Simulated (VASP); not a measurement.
# Li16H (a cell with a defect) in VASP: further runs, part 2 of 3

VASP 6.6.1.

### 3 Single point, PBE

Input file INCAR:

```
PREC     = Accurate       # precision mode
ENCUT    = 520            # plane-wave cutoff, eV
EDIFF    = 1E-7           # SCF threshold, eV
ISMEAR   = 0              # smearing method
SIGMA    = 0.1            # smearing width, eV
LREAL    = Auto         
LASPH    = True           # aspherical terms in the spheres
NELM     = 100            # most SCF steps
ALGO     = Normal         # electronic algorithm
ISIF     = 2              # what is computed and relaxed
LWAVE    = False          # write WAVECAR
LCHARG   = False          # write CHGCAR
GGA      = PE             # functional
NBANDS   = 38             # bands
```

Input file KPOINTS:

```
regular mesh
0
Gamma
  3 3 3
```

Input file POSCAR:

```
Li16H
1.0
    6.9800000000      0.0000000000      0.0000000000
    0.0000000000      6.9800000000      0.0000000000
    0.0000000000      0.0000000000      6.9800000000
Li H
16 1
Direct
    0.0321373926      0.0175408309      0.0002318052
    0.4584965616      0.0196366762      0.0002287966
    0.0019171920      0.4931560172      0.0001670487
   -0.0123008596     -0.0104891117      0.5001673352
    0.2440431232      0.2527141834      0.2676922636
    0.4871815186      0.4896181948      0.0001749284
    0.5022077364     -0.0078361032      0.5001663324
    0.7462204871      0.2420028653      0.2483457020
   -0.0277189112      0.5065391117      0.5002422636
    0.2461595989      0.7386904011      0.2645787966
    0.2440346705      0.2526193410      0.7327074499
    0.5174514327      0.5039630372      0.5002378223
    0.7432075931      0.7613926934      0.2280392550
    0.7462085960      0.2419098854      0.7520388252
    0.2461530086      0.7387697708      0.7358322350
    0.7432266476      0.7614471347      0.7723438395
    0.2467833811      0.1992104585      0.0002061605
```

Potentials or basis: VASP PAW PBE potentials, release 64 (Li_sv, H).

Command:

```bash
$ cat potpaw_PBE.64/Li_sv/POTCAR potpaw_PBE.64/H/POTCAR > POTCAR
$ mpirun -np 1 vasp_std > vasp.out
```

OUTCAR:

```text
PREC = Accurate
   ENCUT = 520
   EDIFF = 1E-7
   ISMEAR = 0
   LREAL = Auto
   LASPH = True
   NELM = 100
   ISIF = 2
   GGA = PE

 ion  position               nearest neighbor table
   1  0.032  0.018  0.000-
   2  0.458  0.020  0.000-
   3  0.002  0.493  0.000-
   4  0.988  0.990  0.500-
   5  0.244  0.253  0.268-
   6  0.487  0.490  0.000-
[... 9 lines left out ...]
  16  0.743  0.761  0.772-
  17  0.247  0.199  0.000-

  LATTYP: Found a simple cubic cell.
 ALAT       =     6.9800000000

  Lattice vectors:

 A1 = (   6.9800000000,   0.0000000000,   0.0000000000)
 A2 = (   0.0000000000,   6.9800000000,   0.0000000000)
 A3 = (   0.0000000000,   0.0000000000,   6.9800000000)

Analysis of symmetry for initial positions (statically):
=====================================================================
 Subroutine PRICEL returns:
 Original cell was already a primitive cell.

 Routine SETGRP: Setting up the symmetry group for a
 simple cubic supercell.

 Subroutine GETGRP returns: Found  1 space group operations
 (whereof  1 operations were pure point group operations)
 out of a pool of 48 trial point group operations.

The static configuration has the point symmetry C_1 .

Analysis of symmetry for dynamics (positions and initial velocities):
=====================================================================
 Subroutine PRICEL returns:
 Original cell was already a primitive cell.

 Routine SETGRP: Setting up the symmetry group for a
 simple cubic supercell.

 Subroutine GETGRP returns: Found  1 space group operations
 (whereof  1 operations were pure point group operations)
 out of a pool of 48 trial point group operations.

The dynamic configuration has the point symmetry C_1 .

 Subroutine INISYM returns: Found  1 space group operations
 (whereof  1 operations are pure point group operations),
 and found     1 'primitive' translations

----------------------------------------------------------------------------------------

                                     Primitive cell

  volume of cell :     340.0684

  direct lattice vectors                    reciprocal lattice vectors
     6.980000000  0.000000000  0.000000000     0.143266476  0.000000000  0.000000000
     0.000000000  6.980000000  0.000000000     0.000000000  0.143266476  0.000000000
     0.000000000  0.000000000  6.980000000     0.000000000  0.000000000  0.143266476

  length of vectors
     6.980000000  6.980000000  6.980000000     0.143266476  0.143266476  0.143266476

  position of ions in fractional coordinates (direct lattice)
     0.032137393  0.017540831  0.000231805
     0.458496562  0.019636676  0.000228797
     0.001917192  0.493156017  0.000167049
     0.987699140  0.989510888  0.500167335
     0.244043123  0.252714183  0.267692264
     0.487181519  0.489618195  0.000174928
[... 9 lines left out ...]
     0.743226648  0.761447135  0.772343840
     0.246783381  0.199210458  0.000206160

  ion indices of the primitive-cell ions
   primitive index   ion index
                 1           1
                 2           2
                 3           3
[... 47 lines left out ...]
  0.333333  0.333333  0.000000      2.000000
  0.000000  0.333333  0.333333      2.000000
  0.333333  0.000000  0.333333      2.000000
 -0.333333  0.333333  0.000000      2.000000
 -0.333333  0.000000  0.333333      2.000000
  0.000000 -0.333333  0.333333      2.000000
  0.333333  0.333333  0.333333      2.000000
 -0.333333  0.333333  0.333333      2.000000
 -0.333333 -0.333333  0.333333      2.000000
  0.333333 -0.333333  0.333333      2.000000
   k-points           NKPTS =     14   k-points in BZ     NKDIM =     14   number of bands    NBANDS=     38
   number of dos      NEDOS =    301   number of ions     NIONS =     17
   total plane-waves  NPLWV = 157464
   dimension x,y,z NGX =    54 NGY =   54 NGZ =   54
   dimension x,y,z NGXF=   108 NGYF=  108 NGZF=  108
   ions per type =              16   1
   NGX,Y,Z   is equivalent  to a cutoff of  12.86, 12.86, 12.86 a.u.
   NGXF,Y,Z  is equivalent  to a cutoff of  25.72, 25.72, 25.72 a.u.
 SYSTEM =  unknown system
   PREC   = accura    normal or accurate (medium, high low for compatibility)
   ISTART =      0    job   : 0-new  1-cont  2-samecut
   ICHARG =      2    charge: 1-file 2-atom 10-const
   ISPIN  =      1    spin polarized calculation?
   LNONCOLLINEAR =      F non collinear calculations
   LSORBIT =      F    spin-orbit coupling
   LASPH  =      T    aspherical Exc in radial PAW
   ENCUT  =  520.0 eV  38.22 Ry    6.18 a.u.  12.98 12.98 12.98*2*pi/ulx,y,z
   NELM   =    100;   NELMIN=  2; NELMDL= -5     # of ELM steps
   EDIFF  = 0.1E-06   stopping-criterion for ELM
   LREAL  =      T    real-space projection
   EDIFFG = 0.1E-05   stopping-criterion for IOM
   NSW    =      0    number of steps for IOM
   IBRION =     -1    ionic relax: 0-MD 1-quasi-New 2-CG
   NFREE  =      0    steps in history (QN), initial steepest desc. (CG)
   ISIF   =      2    stress and relaxation
   ISYM   =      2    0-nonsym 1-usesym 2-fastsym
   POTIM  = 0.5000    time-step for ionic-motion
   TEBEG  =    0.0;   TEEND  =   0.0 temperature during run
   PSTRESS=    0.0 pullay stress
   NELECT =      49.0000    total number of electrons
   NUPDOWN=      -1.0000    fix difference up-down
   EMIN   =  10.00;   EMAX   =-10.00  energy-range for DOS
   EFERMI =   0.00;   METHOD = LEGACY
   ISMEAR =     0;   SIGMA  =   0.10  broadening in eV -4-tet -1-fermi 0-gaus
   EFERMI_NEDOS =   21; number of points for ismear=-14 and -15
   IALGO  =     38    algorithm
   IMIX   =      4    mixing-type and parameters
     AMIX     =   0.40;   BMIX     =  1.00
     AMIX_MAG =   1.60;   BMIX_MAG =  1.00
  volume/ion in A,a.u.               =      20.00       134.99
  Fermi-wavevector in a.u.,A,eV,Ry     =   0.858258  1.621873 10.022155  0.736608
  Thomas-Fermi vector in A             =   1.975436
   LORBIT       =      0    0 simple, 1 ext, 2 COOP (PROOUT), +10 PAW based schemes
   GGA     = PE    functional components
   LHFCALC =     F    Hartree Fock is set to
   AEXX    =    0.0000 exact exchange contribution
   IVDW    =     0    specifies the selected vdW correction
   LEPSILON=     F    determine dielectric tensor
   LRPA    =     F    only Hartree local field effects (RPA)
 non-spin polarized calculation
 Gauss-broadening in eV      SIGMA  =   0.10
  energy-cutoff  :      520.00
  volume of cell :      340.07
 maximum number of plane-waves:      9180
 NGX is ok and might be reduce to    54
   NGX = 25   NGY = 25   NGZ = 25

 number of electron      48.9999995 magnetization

 Free energy of the ion-electron system (eV)
  ---------------------------------------------------
  ext. energy  EPLUGINS =         0.00000000
  ---------------------------------------------------
  free energy    TOTEN  =       -34.26267602 eV

  energy without entropy =      -34.20286813  energy(sigma->0) =      -34.23277207

 E-fermi :   0.5349     XC(G=0):  -6.9711

 val. band max:        0.5015457628   @ k =  -0.3333   0.3333   0.0000
 cond. band min:       0.5361128359   @ k =   0.3333   0.3333   0.0000
 fundamental gap:      0.0345670731
 Fermi energy:         0.5348740912

 k-point     1 :       0.0000    0.0000    0.0000
  band No.  band energies     occupation
      1     -46.2819      2.00000
      2     -46.2799      2.00000
      3     -46.0893      2.00000
      4     -46.0733      2.00000
      5     -46.0712      2.00000
      6     -46.0680      2.00000
[... 535 lines left out ...]
     35       3.6195      0.00000
     36       3.8350      0.00000
 [bands above 36 left out]

------------------------ aborting loop because EDIFF is reached ----------------------------------------

  FORCE on cell =-STRESS in cart. coord.  units (eV):
  Direction    XX          YY          ZZ          XY          YZ          ZX
  --------------------------------------------------------------------------------------
  -------------------------------------------------------------------------------------
  Total       -1.9537621     -2.3091918     -1.4585490     -0.0722029     -0.0009599     -0.0008819
  in kB       -9.2048349    -10.8793844     -6.8717183     -0.3401722     -0.0045226     -0.0041552
  external PRESSURE =      -8.9853125 kB  Pullay stress =       0.0000000 kB

 VOLUME and BASIS-vectors are now :
 -----------------------------------------------------------------------------
  energy-cutoff  :      520.00
  volume of cell :      340.07
      direct lattice vectors                 reciprocal lattice vectors
     6.980000000  0.000000000  0.000000000     0.143266476  0.000000000  0.000000000
     0.000000000  6.980000000  0.000000000     0.000000000  0.143266476  0.000000000
     0.000000000  0.000000000  6.980000000     0.000000000  0.000000000  0.143266476

 POSITION                                       TOTAL-FORCE (eV/Angst)
 -----------------------------------------------------------------------------------
      0.22432      0.12243      0.00162         0.002134      0.007571     -0.000498
      3.20031      0.13706      0.00160         0.013063     -0.006825     -0.000823
      0.01338      3.44223      0.00117         0.002299     -0.007606     -0.000172
      6.89414      6.90679      3.49117        -0.004541     -0.008290     -0.000943
      1.70342      1.76395      1.86849        -0.002540     -0.003069      0.003302
      3.40053      3.41753      0.00122        -0.006480     -0.014309     -0.000135
[... 9 lines left out ...]
      5.18772      5.31490      5.39096         0.003491     -0.003481      0.009208
      1.72255      1.39049      0.00144        -0.013683      0.032252      0.000047
 -----------------------------------------------------------------------------------
    total drift:                                0.006440      0.007214     -0.000300

  FREE ENERGIE OF THE ION-ELECTRON SYSTEM (eV)
  ---------------------------------------------------
  free  energy   TOTEN  =       -34.2626760175 eV

  energy  without entropy=      -34.2028681284  energy(sigma->0) =      -34.23277207
```

Run time: 8 min. Hardware: 1 thread of Oxide Virtual Turin-like, shared host; peak memory 0.37 GiB.

What came out:

```yaml
Free_energy: -34.2627 eV
Largest_force: 0.035 eV/Å
```

Forces on the atoms (eV/Å):
```
Li   0.002  0.008  0.000
Li   0.013 -0.007 -0.001
Li   0.002 -0.008  0.000
Li  -0.005 -0.008 -0.001
Li  -0.003 -0.003  0.003
Li  -0.006 -0.014  0.000
Li   0.006 -0.009  0.000
Li  -0.002 -0.001  0.005
Li   0.002  0.007  0.000
Li  -0.001  0.004 -0.006
Li  -0.001 -0.003 -0.003
Li   0.003  0.007 -0.001
Li   0.004 -0.004 -0.008
Li  -0.003 -0.001 -0.004
Li  -0.001  0.004  0.006
Li   0.003 -0.003  0.009
H   -0.014  0.032  0.000
```

Caveat: the cutoff is under 1.25 times the usual one of these potentials, so pressure, stress and relaxed cells hold a basis-set (Pulay) error.

[end of part 2 of 3]
